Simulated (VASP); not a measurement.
The system is Ga3As2P.

```
CELL_PARAMETERS angstrom
3.86275 0.00000 0.00000
-1.93137 3.34524 0.00000
0.00000 0.00000 19.10280
ATOMIC_POSITIONS crystal
Ga 0.66667 0.33333 0.16668
Ga 0.66667 0.33333 0.50002
Ga 0.66667 0.33333 0.83335
Ga 0.33333 0.66667 0.00002
Ga 0.33333 0.66667 0.33335
Ga 0.33333 0.66667 0.66668
P 0.66667 0.33333 0.95798
P 0.33333 0.66667 0.45798
As 0.66667 0.33333 0.29132
As 0.66667 0.33333 0.62465
As 0.33333 0.66667 0.12465
As 0.33333 0.66667 0.79132
```

* Program: VASP 6.6.1
* Task: relaxation of cell and atoms
* Functional: PBE
* Potentials or basis: VASP PAW PBE potentials, release 64 (Ga_d, P, As)
* Cutoff: 600 eV
* k mesh: 6 × 6 × 1
* Occupations: gaussian, width 0.1 eV
* Spin: no spin polarisation

At the start: pressure 8.5 GPa; volume 20.57 Å³/atom.

Where does the relaxation end?

Over 6 steps the energy falls by 60.4 meV/atom and the volume is 22.75 Å³/atom (+10.6 %); space group P6_3mc (No. 186, to 0.1 Å) before and after.

Step by step:
```
step  energy change (eV)  largest force (eV/Å)  pressure (GPa)  volume (Å³)
   1              0.0000                0.7875            8.48       246.84
   2             -0.5585                0.2112           -2.99       287.82
   3             -0.6905                0.3281           -0.17       274.01
   4             -0.7097                0.1856           -0.09       273.54
   5             -0.7222                0.1525            0.06       272.74
   6             -0.7249                0.0191           -0.01       273.06
```

Final structure:
```
Ga P As
1.0
     3.99595    0.00000    0.00000
    -1.99798    3.46060    0.00000
     0.00000    0.00000   19.74625
Ga P As
6 2 4
Direct
  0.66667 0.33333 0.16669
  0.66667 0.33333 0.49667
  0.66667 0.33333 0.83668
  0.33333 0.66667 0.99667
  0.33333 0.66667 0.33668
  0.33333 0.66667 0.66669
  0.66667 0.33333 0.95813
  0.33333 0.66667 0.45813
  0.66667 0.33333 0.29271
  0.66667 0.33333 0.62312
  0.33333 0.66667 0.12312
  0.33333 0.66667 0.79271
```
